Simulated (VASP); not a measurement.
The system is BeS.

```
Be S
1.0
     0.00000    2.48299    2.39579
     2.48299    0.00000    2.39579
     2.48299    2.48299    0.00000
Be S
1 1
Direct
  0.00000 0.00000 0.00000
  0.25000 0.25000 0.25000
```

This cell differs from its parent crystal: epitaxial xy strain +2.0%.

Base run:

* Program: VASP 6.6.1
* Functional: r2SCAN
* Potentials or basis: VASP PAW PBE potentials, release 64 (Be, S)
* Cutoff: 520 eV
* k mesh: 10 × 10 × 10
* Occupations: gaussian, width 0.01 eV
* Spin: no spin polarisation

Its results: band gap on the k mesh 3.35 eV, indirect (least direct gap 6.14 eV); pressure -2.0 GPa.

Q: The run is repeated on the same cell with these changes: functional from r2SCAN to PBE; k mesh from 10 × 10 × 10 to 6 × 6 × 6. What comes out?

A: Band gap on the k mesh 2.90 eV, indirect (least direct gap 5.47 eV); pressure -1.7 GPa.

Several settings changed at once, so the effect can't be laid on one alone.

Caveats: the PAW data sets were made with another functional, which shifts forces and pressure a little (some runs).

A k mesh can miss the band edges.
